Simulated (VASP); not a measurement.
Input of a VASP 6.6.1 run:

Contents of INCAR:

```
SYSTEM = Be18N
PREC = Accurate
ENCUT = 520
EDIFF = 1E-6
ISMEAR = -1
SIGMA = 0.1
LREAL = Auto
LASPH = .TRUE.
NELM = 60
ALGO = Normal
ISIF = 2
LWAVE = .FALSE.
LCHARG = .FALSE.
GGA = PE
IVDW = 12
NBANDS = 36
```

KPOINTS

```
regular mesh
0
G
  5 4 1
  0 0 0
```

File POSCAR:

```
Be18N
1.0
    4.5800000000      0.0000000000      0.0000000000
    3.4350000000      5.9495950000      0.0000000000
    0.0000000000      0.0000000000     15.5884300000
Be N
18 1
Direct
    0.0000000000      0.0000000000      0.0641501000
    0.5000000000      0.0000000000      0.0641501000
    0.0000000000      0.3333333000      0.0641501000
    0.5000000000      0.3333333000      0.0641501000
    0.0000000000      0.6666667000      0.0641501000
    0.5000000000      0.6666667000      0.0641501000
   -0.1673421916      0.2310833595      0.1834900276
    0.3319468772      0.2272614118      0.1794413769
   -0.1691196159      0.5579778390      0.1785485654
    0.3240172555      0.5531956249      0.1831725485
   -0.1730731795      0.8919786365      0.1761361593
    0.3379060089      0.8780963979      0.1811873392
    0.0501928909     -0.0242982562      0.2946644531
    0.4597571551      0.0050737270      0.2938863837
    0.0108945244      0.3611038658      0.2939700849
    0.5690014612      0.2583930970      0.3184888803
   -0.0480856893      0.7058900055      0.3256228048
    0.5234864311      0.6450251653      0.2940073560
    0.7642288321     -0.0218242541      0.3494605156
```

Potentials or basis: VASP PAW PBE potentials, release 64 (Be, N).

Launch:

```console
$ cat potpaw_PBE.64/Be/POTCAR potpaw_PBE.64/N/POTCAR > POTCAR
$ mpirun -np 1 vasp_std > vasp.out
```

Task: What does it give for the largest force?

Result: 0.282 eV/Å.

Task: What does it give for the dispersion energy per atom?

Result: -0.216 eV.

Forces in eV/Å, atoms in the order of the input:
```
Be   0.206  0.074  0.007
Be  -0.243  0.053 -0.007
Be  -0.064 -0.071 -0.124
Be   0.116  0.181  0.184
Be  -0.022 -0.093  0.064
Be   0.009 -0.142 -0.170
Be   0.002  0.004  0.010
Be  -0.002 -0.001  0.004
Be   0.000 -0.002 -0.009
Be   0.000  0.000  0.001
Be  -0.003  0.001  0.017
Be   0.006  0.006  0.000
Be   0.031  0.016 -0.020
Be  -0.038  0.001 -0.015
Be  -0.002 -0.002  0.007
Be  -0.001  0.017  0.003
Be  -0.006 -0.033  0.016
Be  -0.001 -0.009  0.009
N    0.015  0.002  0.024
```
